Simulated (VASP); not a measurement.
Cd:

```
CELL_PARAMETERS angstrom
-1.70196 1.70166 2.39848
1.70196 -1.70166 2.39848
1.70196 1.70166 -2.39848
ATOMIC_POSITIONS crystal
Cd 0.50000 0.50000 0.00000
```

| Item | Value |
| --- | --- |
| Program | VASP 6.6.1 |
| Task | relaxation of cell and atoms |
| Functional | PBE |
| Potentials or basis | VASP PAW PBE potentials, release 64 (Cd) |
| Cutoff | 600 eV |
| k mesh | 18 × 18 × 18 |
| Occupations | gaussian, width 0.1 eV |
| Spin | no spin polarisation |

At the start: pressure -4.4 GPa; volume 27.79 Å³/atom.

Where does the relaxation end?

Over 8 steps the energy falls by 85.9 meV/atom and the volume is 22.95 Å³/atom (-17.4 %); space group Fm-3m (No. 225, to 0.05 Å).

Step by step:
```csv
step,energy change (eV),largest force (eV/Å),pressure (GPa),volume (Å³)
1,0.0000,0.0000,-4.43,27.79
2,-0.0692,0.0000,-2.61,24.81
3,-0.0856,0.0000,-0.40,23.17
4,-0.0859,0.0000,0.07,22.90
5,-0.0859,0.0000,-0.10,22.99
6,-0.0859,0.0000,-0.09,22.99
7,-0.0859,0.0000,-0.10,22.99
8,-0.0859,0.0000,-0.05,22.95
```

Final structure:
```yaml
crystal:
  lattice:
    - [-1.59506, 1.59478, 2.25592]
    - [1.59506, -1.59478, 2.25592]
    - [1.59506, 1.59478, -2.25592]
  atoms:
    - { symbol: Cd, position: [0.50000, 0.50000, 0.00000] }
```

Caveat: the volume moved by over 15 % at a fixed basis, so the end points are rough.
